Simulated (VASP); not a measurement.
Set up this calculation in VASP 6.6.1, as the native input.

```
Task                   : single point
Functional             : PBE
Potentials or basis    : VASP PAW PBE potentials, release 64 (Ru_pv)
Cutoff                 : 520 eV
k mesh                 : 24 × 24 × 14
Occupations            : gaussian, width 0.15 eV
Spin                   : no spin polarisation
Dipole correction      : no
Further INCAR settings : ALGO = Fast; EDIFF = 1e-06; NBANDS = 21
```

The structure of Ru lies in POSCAR:

```
Ru
1.0
    2.8560263454      0.0000000000      0.0000000000
   -1.4280131727      2.4733913690      0.0000000000
    0.0000000000      0.0000000000      4.5116079713
Ru
2
Direct
    0.3333333333      0.6666666667      0.2500000000
    0.6666666667      0.3333333333      0.7500000000
```

This cell differs from its parent crystal: strain +0.050 along x and y, +0.050 along z.

These files were run (other wordings do the same):

INCAR

```
PREC = Accurate
ENCUT = 520
EDIFF = 1E-6
ISMEAR = 0
SIGMA = 0.15
LREAL = False
LASPH = True
NELM = 60
ALGO = Fast
ISIF = 2
LWAVE = False
LCHARG = False
GGA = PE
NBANDS = 21
```

KPOINTS

```
regular mesh
0
Gamma
  24 24 14
```

Potentials or basis: VASP PAW PBE potentials, release 64 (Ru_pv).

Launch:

```console
$ cat potpaw_PBE.64/Ru_pv/POTCAR > POTCAR
$ mpirun -np 1 vasp_std > vasp.out
```

It gave:

The pressure is -31.8 GPa and the band gap on the k mesh is zero (bands 14 and 15 overlap by 2.44 eV).

Caveat: the cell differs from its parent crystal (strain +0.050 along x and y, +0.050 along z); the cell stands under tension.

Run time: 3.4 min on 1 thread of AMD EPYC 9R45 96-Core Processor (Zen 5) (shared host), peak memory 0.33 GiB.
